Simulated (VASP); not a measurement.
**Au: electric field gradients with PBEsol**

Au:

```
Au
1.0
     2.94696    0.00000    0.00000
    -1.47348    2.55214    0.00000
     0.00000    0.00000    4.77407
Au
2
Direct
  0.25333 0.62667 0.19000
  0.74667 0.37333 0.81000
```

This cell differs from its parent crystal: shortest bond scaled by 0.76.

```
Program                : VASP 6.6.1
Task                   : electric field gradients
Functional             : PBEsol
Potentials or basis    : VASP PAW PBE potentials, release 64 (Au)
Cutoff                 : 520 eV
k mesh                 : 12 × 12 × 6
Occupations            : fermi-dirac, width 0.05 eV
Spin                   : no spin polarisation
Dipole correction      : no
Further INCAR settings : ALGO = Normal; EDIFF = 1e-08; NBANDS = 18
```

| Item | Value |
| --- | --- |
| Pressure | 32.2 GPa |
| Largest force | 9.944 eV/Å |
| Band gap on the k mesh | zero (bands 11 and 12 overlap by 4.44 eV) |
| Largest electric field gradient by atom | Au -138.6 V/Å² |

Forces in eV/Å, atoms in the order of the input:
```
Au   3.385  1.954  9.143
Au  -3.385 -1.954 -9.143
```

Stress tensor (GPa, compression positive):
```
25.50 11.11 28.01
11.11 12.67 16.17
28.01 16.17 58.31
```

Levels at points of the mesh, in eV from the Fermi level:
```csv
k point,band 8,band 9,band 10,band 11,band 12,band 13,band 14,band 15
"(0.00, 0.00, 0.00)",-3.39,-2.42,-2.40,-1.33,0.06,2.07,13.73,15.72
"(0.50, 0.00, 0.00)",-2.80,-1.81,-1.60,0.27,0.87,5.44,5.92,9.69
"(0.00, 0.50, 0.00)",-2.44,-2.10,-1.37,-0.31,1.40,4.94,6.83,8.38
"(0.00, 0.00, 0.50)",-3.63,-2.90,-2.22,-2.19,-1.31,7.91,14.14,14.21
"(0.50, 0.00, 0.50)",-2.33,-2.13,-1.63,0.10,0.19,3.64,4.08,11.75
"(0.00, 0.50, 0.50)",-2.59,-2.06,-1.26,0.19,1.35,2.62,4.51,11.30
```

Electric field gradients, principal values (V/Å²):
```tsv
atom	least	middle	greatest (by size)
1 Au	63.478	75.128	-138.605
2 Au	63.478	75.128	-138.605
```

Wall time 47 s on 1 thread of Intel(R) Xeon(R) 6975P-C (Granite Rapids) (shared host), peak memory 0.25 GiB.

Caveat: the cell differs from its parent crystal (shortest bond scaled by 0.76); the cell stands under pressure; without QUAD_EFG the Cq values of the log hold for a quadrupole moment of 1 mb, not for the nuclei; the PAW data sets were made with another functional, which shifts forces and pressure a little; spin-orbit coupling is left out, which moves the levels of the heavy elements.
